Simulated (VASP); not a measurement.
A run of VASP 6.6.1 is set up as follows.

INCAR

```
SYSTEM = Mn3ZnNi
PREC     = Accurate       ! precision mode
ENCUT    = 600            ! plane-wave cutoff, eV
EDIFF    = 1E-6           ! SCF threshold, eV
ISMEAR   = -4             ! smearing method
SIGMA    = 0.1            ! smearing width, eV
LREAL    = .FALSE.        ! projectors in reciprocal space
LASPH    = .TRUE.         ! aspherical terms in the spheres
NELM     = 120            ! most SCF steps
ALGO     = Normal         ! electronic algorithm
ISIF     = 2              ! what is computed and relaxed
LWAVE    = .FALSE.        ! write WAVECAR
LCHARG   = .TRUE.         ! write CHGCAR
GGA      = PE             ! functional
IVDW     = 13             ! dispersion correction
LELF     = .TRUE.         ! ELF
LVHAR    = .TRUE.       
NBANDS   = 38             ! bands
GGA_COMPAT= .FALSE.
```

The input KPOINTS:

```
Automatic mesh
0
G
  5 5 5
  0 0 0
```

The input POSCAR:

```
Mn3ZnNi
1.0
    3.9892460000      0.0000000000      0.0000000000
    0.0000000000      3.9892460000      0.0000000000
    0.0000000000      0.0000000000      3.9892460000
Mn Zn Ni
3 1 1
Direct
    0.0000000000      0.5000000000      0.5000000000
    0.5000000000      0.0000000000      0.5000000000
    0.5000000000      0.5000000000      0.0000000000
    0.0000000000      0.0000000000      0.0000000000
    0.5000000000      0.5000000000      0.5000000000
```

Potentials or basis: VASP PAW PBE potentials, release 64 (Mn_pv, Zn, Ni).

Command:

```sh
$ cat potpaw_PBE.64/Mn_pv/POTCAR potpaw_PBE.64/Zn/POTCAR potpaw_PBE.64/Ni/POTCAR > POTCAR
$ mpirun -np 1 vasp_std > vasp.out
```

Problem. Predict the dispersion energy per atom.

Solution. -0.363 eV.

Problem. Predict the pressure.

Solution. 24.4 GPa.

Problem. Predict the band gap on the k mesh.

Solution. Zero (an odd number of electrons rules out a gap without spin polarisation).

Caveat: the cell stands under pressure; the run has no spin polarisation, though such a crystal can be magnetic; tetrahedron occupations give inexact forces and stress in metals. Spin polarisation is off, so any magnetic state and its effect on volume and gap are missing.
